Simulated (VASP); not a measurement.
Runs of VASP 6.6.1 on Li2Se. It takes space group Fm-3m (No. 225, cubic). Conventional cell: a = 5.945 Å, b = 5.945 Å, c = 5.945 Å, α = 90.00°, β = 90.00°, γ = 90.00°. Li (site symmetry -43m) has 4 Se at 2.57 Å and 6 Li at 2.97 Å within 3.4 Å. Within 3.4 Å of Se (site symmetry m-3m) lie 8 Li at 2.57 Å. 

| task | cell | k mesh | smearing | gap on the mesh (eV) | pressure (GPa) |
| --- | --- | --- | --- | --- | --- |
| single point | a = 4.204 Å, angles 60.0, 60.0, 90.0°, 3 atoms | 12 × 12 × 12 | fermi-dirac 0.05 eV | 2.81 | 0.0 |
| relaxation of cell and atoms | relaxed to 7 GPa from a = 4.204 Å, angles 60.0, 60.0, 90.0°, 3 atoms | 8 × 8 × 8 | gaussian 0.01 eV | 2.64 | 7.0 |
| relaxation of cell and atoms | relaxed to 2 GPa from a = 4.204 Å, angles 60.0, 60.0, 90.0°, 3 atoms | 8 × 8 × 8 | gaussian 0.01 eV | (b) | 2.0 |
| relaxation of cell and atoms | relaxed to 4 GPa from a = 4.204 Å, angles 60.0, 60.0, 90.0°, 3 atoms | 8 × 8 × 8 | gaussian 0.01 eV | (a) | 4.0 |
| relaxation of cell and atoms | relaxed to 15 GPa from a = 4.204 Å, angles 60.0, 60.0, 90.0°, 3 atoms | 8 × 8 × 8 | gaussian 0.01 eV | 2.46 | 15.0 |
| relaxation of cell and atoms | relaxed to 10 GPa from a = 4.204 Å, angles 60.0, 60.0, 90.0°, 3 atoms | 8 × 8 × 8 | gaussian 0.01 eV | 2.57 | 10.0 |

Alike in all rows: level PBEsol; potentials or basis VASP PAW PBE potentials, release 64 (Li_sv, Se); no spin polarisation; cutoff (eV) 750.

**Question.** Estimate the missing entries.

**Answer.** (a) 2.71; (b) 2.76.

Caveats: the PAW data sets were made with another functional, which shifts forces and pressure a little; the cell is relaxed towards a set pressure, so the run minimises the enthalpy, not the energy (at least some runs).

A k mesh can miss the band edges, and the runs leave out spin-orbit coupling on Se.
